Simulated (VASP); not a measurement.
Set up this calculation in VASP 6.6.1, as the native input.

```
Task                   : single point
Functional             : PBEsol
Potentials or basis    : VASP PAW PBE potentials, release 64 (Ti_sv)
Cutoff                 : 520 eV
k mesh                 : 20 × 20 × 20
Occupations            : gaussian, width 0.15 eV
Spin                   : no spin polarisation
Dipole correction      : no
Further INCAR settings : ALGO = Normal; EDIFF = 1e-06; NBANDS = 12
```

The structure of Ti lies in POSCAR:

```
Ti
1.0
   -1.6492050000      1.6410000000      1.6410000000
    1.6492050000     -1.6410000000      1.6410000000
    1.6492050000      1.6410000000     -1.6410000000
Ti
1
Direct
    0.0000000000      0.0000000000      0.0000000000
```

This isn't the form of Ti at room conditions, which is hcp.

This cell differs from its parent crystal: strain +0.0050 x Voigt [1, 0, 0, 0, 0, 0].

These files were run (other wordings do the same):

INCAR

```
PREC = Accurate ; ENCUT = 520
EDIFF = 1E-6 ; ISMEAR = 0
SIGMA = 0.15 ; LREAL = False
LASPH = True ; NELM = 100
ALGO = Normal ; ISIF = 2
LWAVE = False ; LCHARG = True
GGA = PS ; LELF = True
LVHAR = True ; NBANDS = 12
```

KPOINTS

```
Automatic mesh
0
Gamma
  20 20 20
```

Potentials or basis: VASP PAW PBE potentials, release 64 (Ti_sv).

Launch:

```bash
$ cat potpaw_PBE.64/Ti_sv/POTCAR > POTCAR
$ mpirun -np 1 vasp_std > vasp.out
```

Results of the run:

```
Pressure               : -7.3 GPa
Band gap on the k mesh : zero (bands 6 and 7 overlap by 1.59 eV)
```

Caveat: the cell differs from its parent crystal (strain +0.0050 x Voigt [1, 0, 0, 0, 0, 0]); the cell stands under tension; the PAW data sets were made with another functional, which shifts forces and pressure a little.

Wall time 34 s on 1 thread of Intel(R) Xeon(R) 6975P-C (Granite Rapids), on a shared host, peak memory 0.25 GiB.
